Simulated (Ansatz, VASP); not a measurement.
KHgF2: VASP beside Ansatz

```
K Hg F
1.0
     4.88458    0.00000    0.00000
     0.00000    4.88458    0.00000
     0.00000    0.00000    3.32533
K Hg F
1 1 2
Direct
  0.50000 0.50000 0.50000
  0.00000 0.00000 0.00000
  0.50000 0.00000 0.00000
  0.00000 0.50000 0.00000
```

Alike in both runs: functional PBE; k mesh 4 × 4 × 4; occupations gaussian, width 0.1 eV; no spin polarisation.

Ansatz relaxed the structure, and its values are those at the end. VASP's run is a single point on that final structure, the one shown.

|  | VASP | Ansatz |
| --- | --- | --- |
| version | VASP 6.6.1 | Ansatz 0.2.0 |
| potentials or method | VASP PAW PBE potentials, release 64 (K_sv, Hg, F), cutoff 520 eV | scalar-relativistic, plane waves, PAW |
| valence electrons in the cell | 35 | 43 |

|  | VASP | Ansatz | Ansatz less VASP |
| --- | --- | --- | --- |
| gap on the k mesh at the Fermi level (eV) | none | none | - |
| pressure (GPa) | -0.1 | -0.2 | -0.04 |

A gap of «none» marks a metal or a gap that the smearing closes. VASP's potentials hold 35 valence electrons a cell and Ansatz's 43, so a difference there can come from the potentials and not from the codes.

The k mesh is coarse, so the values compare programs but aren't converged. Spin-orbit coupling is off throughout.
